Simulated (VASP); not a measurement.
Runs of VASP 6.6.1 on Ti2In. The structure is that of space group P6/mmm (No. 191), or close to it. The cells are those of the table. 

```csv
task,spin,cell,k mesh,cutoff (eV),gap on the mesh (eV),pressure (GPa),relaxed volume (Å³/atom)
single point,off,"a = 5.019, b = 5.019, c = 2.766 Å, angles 90.0, 90.0, 120.0°, 3 atoms",6 × 6 × 6,520,none,0.0,-
single point,off,"a = 5.025, b = 5.025, c = 2.761 Å, angles 90.0, 90.0, 120.0°, 3 atoms",12 × 12 × 16,520,none,0.0,-
single point,"collinear, ferromagnetic start","a = 5.019, b = 5.019, c = 2.766 Å, angles 90.0, 90.0, 120.0°, 3 atoms",6 × 6 × 6,520,none,0.1,-
relaxation of cell and atoms,off,"relaxed from a = 5.019, b = 5.019, c = 2.766 Å, angles 90.0, 90.0, 120.0°, 3 atoms",12 × 12 × 16,600,none,0.0,20.12
relaxation of cell and atoms,off,"relaxed from a = 5.030, b = 5.030, c = 2.749 Å, angles 90.0, 90.0, 120.0°, 3 atoms",6 × 6 × 6,600,none,0.1,20.10
single point,off,"a = 3.719, b = 3.719, c = 4.438 Å, angles 90.0, 90.0, 120.0°, 3 atoms",6 × 6 × 4,520,none,121.9,-
single point,off,"a = 5.030, b = 5.030, c = 2.749 Å, angles 90.0, 90.0, 120.0°, 3 atoms",6 × 6 × 4,520,none,(a),-
```

Alike in all rows: level PBE; potentials or basis VASP PAW PBE potentials, release 64 (Ti_sv, In_d); smearing gaussian 0.1 eV.

Problem. Fill in the values left out.

Solution. (a) -0.1.

Caveats: some runs use coarse meshes; spin-orbit coupling is left out, which moves the levels of the heavy elements.

A k mesh can miss the band edges, and the runs leave out spin-orbit coupling on In.

A gap of «none» marks levels without a gap at the run's occupations.
